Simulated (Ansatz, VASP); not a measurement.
## Two plane-wave programs on ScAl5

INCAR

```
  ALGO = Fast
  EDIFF = 1E-6
  EDIFFG = -0.04
  ENCUT = 600
  GGA = PE
  IBRION = 2
  ISIF = 3
  ISMEAR = 0
  LASPH = True
  LCHARG = False
  LREAL = False
  LWAVE = False
  NELM = 80
  NSW = 90
  PREC = Accurate
  SIGMA = 0.1
```

KPOINTS

```
k-points
0
Gamma
  6 6 2
```

Contents of POSCAR:

```
ScAl5
1.0
    1.9521273200     -2.1114502100      0.0000000000
    1.9521273200      2.1114502100      0.0000000000
    0.0000000000      0.0000000000     11.7127639300
Sc Al
1 5
Direct
    0.0000000000      0.0000000000      0.5000000000
    0.0000000000      0.0000000000      0.8333333300
    0.5000000000      0.5000000000      0.0000000000
    0.0000000000      0.0000000000      0.1666666700
    0.5000000000      0.5000000000      0.3333333300
    0.5000000000      0.5000000000      0.6666666700
```

Input for Ansatz:

```yaml
crystal:
  lattice:
    - [1.95212732, -2.11145021, 0.0]
    - [1.95212732, 2.11145021, 0.0]
    - [0.0, 0.0, 11.71276393]
  atoms:
    - { symbol: Sc, position: [0.0, 0.0, 0.5] }
    - { symbol: Al, position: [0.0, 0.0, 0.83333333] }
    - { symbol: Al, position: [0.5, 0.5, 0.0] }
    - { symbol: Al, position: [0.0, 0.0, 0.16666667] }
    - { symbol: Al, position: [0.5, 0.5, 0.33333333] }
    - { symbol: Al, position: [0.5, 0.5, 0.66666667] }
basis:
  ecutwfc: 420
kpoints:
  mp_grid: { grid: [6, 6, 2] }
hamiltonian:
  xc: pbe
scf:
  occupations: { method: gaussian, width: 0.1 }
  lower_state_search: "off"
output:
  forces: true
  stress: true
  eigenvalues: true
relax:
  adjacent_minimum: "off"
  f_tol: 0.04
  max_steps: 70
  cell: { stress_tol: 0.4 }
```

Alike in both runs: task relaxation of cell and atoms; functional PBE; k mesh 6 × 6 × 2; occupations gaussian, width 0.1 eV; no spin polarisation.

```csv
,VASP,Ansatz
version,VASP 6.6.1,Ansatz 0.2.0
potentials or method,"VASP PAW PBE potentials, release 64 (Sc_sv, Al), cutoff 600 eV","scalar-relativistic, plane waves, PAW"
valence electrons in the cell,26,26
```

|  | VASP | Ansatz | Ansatz less VASP |
| --- | --- | --- | --- |
| gap on the k mesh at the Fermi level, each at its own relaxed structure (eV) | none | none | - |
| relaxed volume (Å³/atom) | 17.49 | 17.43 | -0.055 |
| relaxed cell length with the largest relative difference (Å) | 12.404 | 12.383 | -0.0214 |

A gap of «none» marks a metal or a gap that the smearing closes.

The k mesh is coarse, so the values compare programs but aren't converged.
